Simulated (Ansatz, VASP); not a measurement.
This is a calculation of TiO2 for Ansatz 0.2.0.

input.yaml

```yaml
crystal:
  lattice:
    - [-1.916998908, 1.916998908, 4.8199032318]
    - [1.916998908, -1.916998908, 4.8199032318]
    - [1.916998908, 1.916998908, -4.8199032318]
  atoms:
    - { symbol: Ti, position: [0.75, 0.25, 0.5] }
    - { symbol: Ti, position: [0.0, 0.0, 0.0] }
    - { symbol: O, position: [0.7919, 0.7919, 0.0] }
    - { symbol: O, position: [0.5419, 0.0419, 0.5] }
    - { symbol: O, position: [0.9581, 0.4581, 0.5] }
    - { symbol: O, position: [0.2081, 0.2081, 0.0] }
hamiltonian:
  xc: r2scan
  pseudopotentials: { kind: paw }
  dispersion: rvv10
kpoints:
  mp_grid: { grid: [10, 10, 10] }
scf:
  occupations: { method: fermi_dirac, width: 0.05 }
output:
  forces: true
  stress: true
  eigenvalues: true
```

Potentials or basis: Ansatz PAW.

Run with:

```console
$ ansatz run input.yaml --threads 2 --pin off --max-ram 5120MiB --backend cpu --events-out ev --progress --plain --runs-dir out
```

Problem. Set up the same calculation for VASP 6.6.1. Potentials there: VASP PAW PBE potentials, release 64 (Ti_sv, O).

Solution. As run (the cutoff follows the program's own potentials):

POSCAR

```
TiO2
1.0
   -1.9169989080      1.9169989080      4.8199032318
    1.9169989080     -1.9169989080      4.8199032318
    1.9169989080      1.9169989080     -4.8199032318
Ti O
2 4
Direct
    0.7500000000      0.2500000000      0.5000000000
    0.0000000000      0.0000000000      0.0000000000
    0.7919000000      0.7919000000      0.0000000000
    0.5419000000      0.0419000000      0.5000000000
    0.9581000000      0.4581000000      0.5000000000
    0.2081000000      0.2081000000      0.0000000000
```

Contents of INCAR.step1:

```
SYSTEM = TiO2
PREC = Accurate
ENCUT = 520
ISMEAR = -1
SIGMA = 0.05
LREAL = .FALSE.
LASPH = .TRUE.
NELM = 80
NBANDS = 33
GGA = PE
ALGO = Normal
EDIFF = 1E-4
LWAVE = .TRUE.
LCHARG = .FALSE.
```

Contents of INCAR.step2:

```
SYSTEM = TiO2
PREC = Accurate
ENCUT = 520
EDIFF = 1E-6
ISMEAR = -1
SIGMA = 0.05
LREAL = .FALSE.
LASPH = .TRUE.
NELM = 80
ALGO = Normal
ISIF = 2
LWAVE = .FALSE.
LCHARG = .FALSE.
METAGGA = R2SCAN
LMIXTAU = .TRUE.
LUSE_VDW = .TRUE.
IVDW_NL = 2
BPARAM = 11.95
CPARAM = 0.0093
NBANDS = 33
ISTART = 1
```

Contents of KPOINTS:

```
regular mesh
0
G
  10 10 10
  0 0 0
```

Potentials or basis: VASP PAW PBE potentials, release 64 (Ti_sv, O).

Command:

```sh
$ cat potpaw_PBE.64/Ti_sv/POTCAR potpaw_PBE.64/O/POTCAR > POTCAR
$ cp INCAR.step1 INCAR
$ mpirun -np 1 vasp_std > vasp.out
$ cp INCAR.step2 INCAR
$ mpirun -np 1 vasp_std > vasp.out
```

Both were run:

|  | VASP | Ansatz | Ansatz less VASP |
| --- | --- | --- | --- |
| gap on the k mesh at the Fermi level (eV) | 2.43 | 2.41 | -0.022 |
| least direct gap on the mesh (eV) | 2.78 | 2.75 | -0.028 |
| pressure (GPa) | -7.8 | -8.9 | -1.11 |
| traceless stress, the component that is largest in VASP (GPa) | 0.15 | 0.24 | +0.090 |
| rms of the force components (eV/Å) | 0.084 | 0.097 | +0.0131 |

VASP's potentials were made for PBE, not for r2SCAN. Atom by atom the forces differ by 0.013 eV/Å (rms over components).
